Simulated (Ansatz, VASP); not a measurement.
Two plane-wave programs on BiTe

Contents of INCAR:

```
PREC = Accurate ; ENCUT = 520
EDIFF = 1E-6 ; ISMEAR = 0
SIGMA = 0.15 ; LREAL = False
LASPH = True ; NELM = 80
ALGO = Normal ; ISIF = 2
LWAVE = False ; LCHARG = True
GGA = PE ; LELF = True
LVHAR = True ; NBANDS = 18
```

Contents of KPOINTS:

```
Automatic mesh
0
Gamma
  12 12 12
```

POSCAR

```
BiTe
1.0
    2.4227077728      1.3987509848      3.4168107131
   -2.4227077728      1.3987509848      3.4168107131
    0.0000000000     -2.7975019696      3.4168107131
Bi Te
1 1
Direct
    0.5000000000      0.5000000000      0.5000000000
    0.0000000000      0.0000000000      0.0000000000
```

Input for Ansatz:

```yaml
crystal:
  lattice:
    - [2.4227077728, 1.3987509848, 3.4168107131]
    - [-2.4227077728, 1.3987509848, 3.4168107131]
    - [0.0, -2.7975019696, 3.4168107131]
  atoms:
    - { symbol: Bi, position: [0.5, 0.5, 0.5] }
    - { symbol: Te, position: [0.0, 0.0, 0.0] }
basis:
  ecutwfc: 420
kpoints:
  mp_grid: { grid: [12, 12, 12] }
hamiltonian:
  xc: pbe
scf:
  occupations: { method: gaussian, width: 0.15 }
output:
  forces: true
  stress: true
  eigenvalues: true
```

Change from the starting cell: strain +0.000 along x and y, +0.030 along z, atoms carried along.

Alike in both runs: task single point; functional PBE; k mesh 12 × 12 × 12; occupations gaussian, width 0.15 eV; no spin polarisation.

```csv
,VASP,Ansatz
version,VASP 6.6.1,Ansatz 0.2.0
potentials or method,"VASP PAW PBE potentials, release 64 (Bi_d, Te), cutoff 520 eV","scalar-relativistic, plane waves, PAW"
valence electrons in the cell,21,31
```

Ansatz gave:

```
gap on the k mesh at the Fermi level (eV) : none
pressure (GPa)                            : -1.1
```

Q: Which values does VASP return?

A: gap on the k mesh at the Fermi level (eV): none; pressure (GPa): -1.2.

A gap of «none» marks a metal or a gap that the smearing closes. VASP's potentials hold 21 valence electrons a cell and Ansatz's 31, so a difference there can come from the potentials and not from the codes.

Spin-orbit coupling is off throughout.
